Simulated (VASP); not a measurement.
# FeCl (Pmma) in VASP: relaxation of cell and atoms with PBE

Aim: the relaxation of cell and atoms of FeCl with PBE.

Program: VASP 6.6.1. These are calculated values, not measurements. Logs are shortened: lines on timing, memory, paths and dates and some standing lists are left out, and cuts for length are marked.

## Step 1: The cell of the first run

It takes space group Pmma (No. 51, orthorhombic). Conventional cell: a = 3.071 Å, b = 3.082 Å, c = 8.557 Å, α = 90.00°, β = 90.00°, γ = 90.00°. Within 3.3 Å of Fe (site symmetry mm2) lie 6 Fe at 2.51 to 3.08 Å and 4 Cl at 2.53 Å. Cl (site symmetry mm2) has 4 Fe at 2.53 Å and 4 Cl at 3.07 to 3.08 Å within 3.3 Å.

## Step 2: Relaxation of cell and atoms, PBE, collinear spin, ferromagnetic start

INCAR

```
SYSTEM = FeCl
PREC = Accurate
ENCUT = 600
EDIFF = 1E-7
ISMEAR = 0
SIGMA = 0.1
LREAL = .FALSE.
LASPH = .TRUE.
NELM = 150
ALGO = Normal
ISIF = 3
LWAVE = .FALSE.
LCHARG = .FALSE.
ISPIN = 2
MAGMOM = 3.36 3.36 0 0
LORBIT = 11
LMAXMIX = 4
GGA = PE
IBRION = 2
NSW = 90
EDIFFG = -0.04
```

KPOINTS

```
regular mesh
0
G
  6 6 2
  0 0 0
```

POSCAR

```
FeCl
1.0
    3.0713889414      0.0000000000      0.0000000000
    0.0000000000      3.0816389395      0.0000000000
    0.0000000000      0.0000000000      8.5573816772
Fe Cl
2 2
Direct
    0.7500000000      0.0000000000      0.6159277128
    0.2500000000      0.0000000000      0.3840722872
    0.7500000000      0.5000000000      0.2330269430
    0.2500000000      0.5000000000      0.7669730570
```

Potentials or basis: VASP PAW PBE potentials, release 64 (Fe, Cl).

Launch:

```bash
> cat potpaw_PBE.64/Fe/POTCAR potpaw_PBE.64/Cl/POTCAR > POTCAR
> mpirun -np 1 vasp_std > vasp.out
```

OUTCAR:

```text
SYSTEM = FeCl
   PREC = Accurate
   ENCUT = 600
   EDIFF = 1E-7
   ISMEAR = 0
   LREAL = .FALSE.
   LASPH = .TRUE.
   NELM = 150
   ISIF = 3
   ISPIN = 2
   LORBIT = 11
   GGA = PE
   IBRION = 2
   NSW = 90
   EDIFFG = -0.04

 ion  position               nearest neighbor table
   1  0.750  0.000  0.616-   2 2.51   2 2.51   4 2.53   4 2.53   4 2.53   4 2.53
   2  0.250  0.000  0.384-   1 2.51   1 2.51   3 2.53   3 2.53   3 2.53   3 2.53
   3  0.750  0.500  0.233-   2 2.53   2 2.53   2 2.53   2 2.53
   4  0.250  0.500  0.767-   1 2.53   1 2.53   1 2.53   1 2.53

  LATTYP: Found a simple orthorhombic cell.
 ALAT       =     3.0713889414
 B/A-ratio  =     1.0033372517
 C/A-ratio  =     2.7861602163

  Lattice vectors:

 A1 = (   3.0713889414,   0.0000000000,   0.0000000000)
 A2 = (   0.0000000000,   3.0816389395,   0.0000000000)
 A3 = (   0.0000000000,   0.0000000000,   8.5573816772)

Analysis of symmetry for initial positions (statically):
=====================================================================
 Subroutine PRICEL returns:
 Original cell was already a primitive cell.

 Routine SETGRP: Setting up the symmetry group for a
 simple orthorhombic supercell.

 Subroutine GETGRP returns: Found  8 space group operations
 (whereof  4 operations were pure point group operations)
 out of a pool of  8 trial point group operations.

The static configuration has the point symmetry C_2h.
 The point group associated with its full space group is D_2h.

Analysis of symmetry for dynamics (positions and initial velocities):
=====================================================================
 Subroutine PRICEL returns:
 Original cell was already a primitive cell.

 Routine SETGRP: Setting up the symmetry group for a
 simple orthorhombic supercell.

 Subroutine GETGRP returns: Found  8 space group operations
 (whereof  4 operations were pure point group operations)
 out of a pool of  8 trial point group operations.

The dynamic configuration has the point symmetry C_2h.
 The point group associated with its full space group is D_2h.

Analysis of structural, dynamic, and magnetic symmetry:
=====================================================================
 Subroutine PRICEL returns:
 Original cell was already a primitive cell.

 Routine SETGRP: Setting up the symmetry group for a
 simple orthorhombic supercell.

 Subroutine GETGRP returns: Found  8 space group operations
 (whereof  4 operations were pure point group operations)
[... 185 lines left out ...]
    total drift:                                0.000000      0.000000      0.000000

  FREE ENERGIE OF THE ION-ELECTRON SYSTEM (eV)
  ---------------------------------------------------
  free  energy   TOTEN  =       -20.4970687526 eV

  energy  without entropy=      -20.4906574841  energy(sigma->0) =      -20.49386312

--------------------------------------- Ionic step        2  -------------------------------------------

 number of electron      30.0000004 magnetization       6.5535809

 Free energy of the ion-electron system (eV)
  ---------------------------------------------------
  ext. energy  EPLUGINS =         0.00000000
  ---------------------------------------------------
  free energy    TOTEN  =       -20.49839036 eV

  energy without entropy =      -20.49237428  energy(sigma->0) =      -20.49538232

 E-fermi :   3.2405     XC(G=0):  -9.3373

 val. band max:        3.2267207610   @ k =   0.0000   0.3333   0.5000
 cond. band min:       3.2440903199   @ k =   0.5000   0.3333   0.5000
 fundamental gap:      0.0173695589
 Fermi energy:         3.2404781295

 spin component 1

 k-point     1 :       0.0000    0.0000    0.0000
  band No.  band energies     occupation
      1     -13.8105      1.00000
      2     -13.7350      1.00000
      3      -3.5000      1.00000
      4      -2.5277      1.00000
      5      -0.6555      1.00000
      6      -0.6531      1.00000
[... 589 lines left out ...]
     21       9.7343      0.00000
     22       9.7343      0.00000

 [... further k-points ...]

 spin component 2

 k-point     1 :       0.0000    0.0000    0.0000
  band No.  band energies     occupation
      1     -13.6324      1.00000
      2     -13.5558      1.00000
      3      -3.2632      1.00000
      4      -1.9944      1.00000
      5       0.2085      1.00000
      6       0.2337      1.00000
[... 589 lines left out ...]
     21      10.3612      0.00000
     22      10.3612      0.00000

 [... further k-points ...]
[... 5 lines left out ...]
  --------------------------------------------------------------------------------------
  -------------------------------------------------------------------------------------
  Total       -0.0821993     -0.0215730      0.1418485      0.0000000      0.0000000      0.0000000
  in kB       -1.6217746     -0.4256299      2.7986413      0.0000000      0.0000000      0.0000000
  external PRESSURE =       0.2504123 kB  Pullay stress =       0.0000000 kB

 VOLUME and BASIS-vectors are now :
 -----------------------------------------------------------------------------
  energy-cutoff  :      600.00
  volume of cell :       81.21
      direct lattice vectors                 reciprocal lattice vectors
     3.066779615  0.000000000 -0.000000000     0.326074947  0.000000000 -0.000000000
     0.000000000  3.082421321  0.000000000     0.000000000  0.324420284  0.000000000
     0.000000000  0.000000000  8.590405529     0.000000000  0.000000000  0.116408940

 POSITION                                       TOTAL-FORCE (eV/Angst)
 -----------------------------------------------------------------------------------
      2.30008      0.00000      5.29410         0.000000     -0.000000      0.005901
      0.76669      0.00000      3.29630        -0.000000     -0.000000     -0.005901
      2.30008      1.54121      2.00026        -0.000000     -0.000000     -0.016804
      0.76669      1.54121      6.59015         0.000000      0.000000      0.016804
 -----------------------------------------------------------------------------------
    total drift:                                0.000000      0.000000     -0.000000

  FREE ENERGIE OF THE ION-ELECTRON SYSTEM (eV)
  ---------------------------------------------------
  free  energy   TOTEN  =       -20.4983903569 eV

  energy  without entropy=      -20.4923742832  energy(sigma->0) =      -20.49538232

 reached required accuracy - stopping structural energy minimisation

 total charge

# of ion       s       p       d       tot
------------------------------------------
    1        0.333   0.303   6.134   6.769
    2        0.333   0.303   6.134   6.769
    3        1.610   3.505   0.000   5.115
    4        1.610   3.505   0.000   5.115
--------------------------------------------------
tot          3.886   7.615  12.268  23.769

 magnetization (x)

# of ion       s       p       d       tot
------------------------------------------
    1       -0.004  -0.009   3.105   3.091
    2       -0.004  -0.009   3.105   3.091
    3        0.011   0.119   0.000   0.130
    4        0.011   0.119   0.000   0.130
--------------------------------------------------
tot          0.013   0.219   6.209   6.441
```

OSZICAR:

```text
N       E                     dE             d eps       ncg     rms          rms(c)
DAV:   1     0.265604076211E+03    0.26560E+03   -0.14152E+04  2816   0.150E+03
DAV:   2     0.160577241873E+02   -0.24955E+03   -0.23542E+03  2834   0.326E+02
DAV:   3    -0.203098831057E+02   -0.36368E+02   -0.33540E+02  3958   0.129E+02
DAV:   4    -0.220088686317E+02   -0.16990E+01   -0.16912E+01  3416   0.302E+01
[... 20 lines left out ...]
DAV:   5    -0.204984018590E+02    0.73311E-04   -0.13847E-04  4184   0.185E-01    0.352E-02
DAV:   6    -0.204983909040E+02    0.10955E-04   -0.38438E-05  3266   0.562E-02    0.182E-02
DAV:   7    -0.204983899914E+02    0.91259E-06   -0.37808E-06  3474   0.162E-02    0.754E-03
DAV:   8    -0.204983903053E+02   -0.31391E-06   -0.77534E-07  2998   0.710E-03    0.405E-03
DAV:   9    -0.204983903569E+02   -0.51592E-07   -0.24402E-07  2472   0.367E-03
   2 F= -.20498390E+02 E0= -.20495382E+02  d E =-.132160E-02  mag=     6.5536
```

CONTCAR:

```text
FeCl
   1.00000000000000
     3.0667796151998945    0.0000000000000000   -0.0000000000000000
     0.0000000000000000    3.0824213212395368    0.0000000000000000
     0.0000000000000000    0.0000000000000000    8.5904055287586676
  Fe              Cl
     2     2
Direct
     0.7500000000000000    0.0000000000000000    0.6162809773559612
     0.2500000000000000    0.0000000000000000    0.3837190226440388
     0.7500000000000000    0.5000000000000000    0.2328475928167175
     0.2500000000000000    0.5000000000000000    0.7671524071832825

  0.00000000E+00  0.00000000E+00  0.00000000E+00
  0.00000000E+00  0.00000000E+00  0.00000000E+00
  0.00000000E+00  0.00000000E+00  0.00000000E+00
  0.00000000E+00  0.00000000E+00  0.00000000E+00
```

Run time: 6 min. Hardware: 1 thread of Intel Xeon 8259CL, shared host; peak memory 0.33 GiB.

Results:

```
Free energy                                           : -20.4984 eV
Relaxed volume                                        : 20.30 Å³/atom
Relaxed cell                                          : a = 3.067 Å, b = 3.082 Å, c = 8.590 Å, α = 90.00°, β = 90.00°, γ = 90.00°
Space group after relaxing (to 0.1 Å)                 : Pmma (No. 51)
Energy gained by relaxing                             : 0.3 meV/atom
Ionic steps                                           : 2
Pressure after relaxing                               : 0.0 GPa
Largest force after relaxing                          : 0.017 eV/Å
Net moment                                            : 6.55 μB per cell
Site moments                                          : Fe +3.09; Cl +0.13 μB
Valence electrons inside the program's atomic spheres : Fe 6.77; Cl 5.12
```

Forces on the atoms (eV/Å):
```
Fe   0.000  0.000  0.006
Fe   0.000  0.000 -0.006
Cl   0.000  0.000 -0.017
Cl   0.000  0.000  0.017
```

Step by step:
| step | energy change (eV) | largest force (eV/Å) | pressure (GPa) | volume (Å³) |
| --- | --- | --- | --- | --- |
| 1 | 0.0000 | 0.0627 | 0.14 | 80.99 |
| 2 | -0.0013 | 0.0168 | 0.03 | 81.21 |

Final structure:
```
Fe Cl
1.0
     3.06678    0.00000    0.00000
     0.00000    3.08242    0.00000
     0.00000    0.00000    8.59041
Fe Cl
2 2
Direct
  0.75000 0.00000 0.61628
  0.25000 0.00000 0.38372
  0.75000 0.50000 0.23285
  0.25000 0.50000 0.76715
```

Caveat: the k points lie up to 0.37 Å⁻¹ apart in the final cell; this functional lacks dispersion, which binds layers or chains, so the pressure and a relaxed spacing across them are unreliable; semilocal functionals often make such compounds metallic where correlation or magnetic order opens a gap, which also shifts bond lengths; the run started ferromagnetic, and an antiferromagnetic order may lie lower in energy. With open d or f shells a metallic result of PBE can be an artefact of self-interaction; +U or a hybrid may open a gap.
